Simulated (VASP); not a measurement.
A run of VASP 6.6.1 is set up as follows.

Contents of INCAR:

```
SYSTEM = W
PREC = Accurate
ENCUT = 520
EDIFF = 1E-7
ISMEAR = -1
SIGMA = 0.15
LREAL = Auto
LASPH = .True.
NELM = 100
ALGO = Normal
ISIF = 2
LWAVE = .False.
LCHARG = .False.
GGA = PS
NBANDS = 118
```

The input KPOINTS:

```
regular mesh
0
Gamma
  3 3 3
  0 0 0
```

Contents of POSCAR:

```
W
1.0
    6.3200000000      0.0000000000      0.0000000000
    0.0000000000      6.3200000000      0.0000000000
    0.0000000000      0.0000000000      6.3200000000
W
15
Direct
   -0.0032729430      0.0030681962      0.0009473101
    0.5008473101      0.0030612342      0.0009754747
   -0.0032344937      0.4989481013      0.0009474684
   -0.0032227848      0.0030450949      0.5050856013
    0.2488112342      0.2510075949      0.2530117089
    0.5008781646      0.4989186709      0.0009875000
    0.5008889241      0.0030875000      0.5051007911
    0.7488181962      0.2509909810      0.2530452532
   -0.0032447785      0.4989359177      0.5050610759
    0.2488080696      0.7509924051      0.2530164557
    0.2488063291      0.2509957278      0.7530039557
    0.5008463608      0.4989857595      0.5050715190
    0.7488053797      0.7509996835      0.2530226266
    0.2488186709      0.7509939873      0.7530148734
    0.7488121835      0.7510367089      0.7530284810
```

Potentials or basis: VASP PAW PBE potentials, release 64 (W_sv).

The run is started by

```bash
$ cat potpaw_PBE.64/W_sv/POTCAR > POTCAR
$ mpirun -np 1 vasp_std > vasp.out
```

Question: Estimate the pressure.

Answer: -7.7 GPa.

Question: Predict the band gap on the k mesh.

Answer: Zero (bands 105 and 106 overlap by 0.01 eV).

Question: Estimate the largest force.

Answer: 0.017 eV/Å.

Forces on the atoms (eV/Å):
```
W   -0.005  0.006 -0.006
W    0.009  0.007 -0.006
W   -0.009 -0.008 -0.006
W   -0.009  0.009  0.006
W    0.000 -0.001  0.000
W    0.007 -0.004 -0.010
W    0.006  0.006  0.006
W   -0.001  0.001 -0.002
W   -0.008 -0.006  0.009
W    0.000  0.002 -0.001
W    0.000  0.001  0.001
W    0.011 -0.011  0.007
W    0.000  0.000  0.000
W   -0.001  0.001  0.001
W    0.000 -0.003 -0.001
```

Caveat: the PAW data sets were made with another functional, which shifts forces and pressure a little; spin-orbit coupling is left out, which moves the levels of the heavy elements.
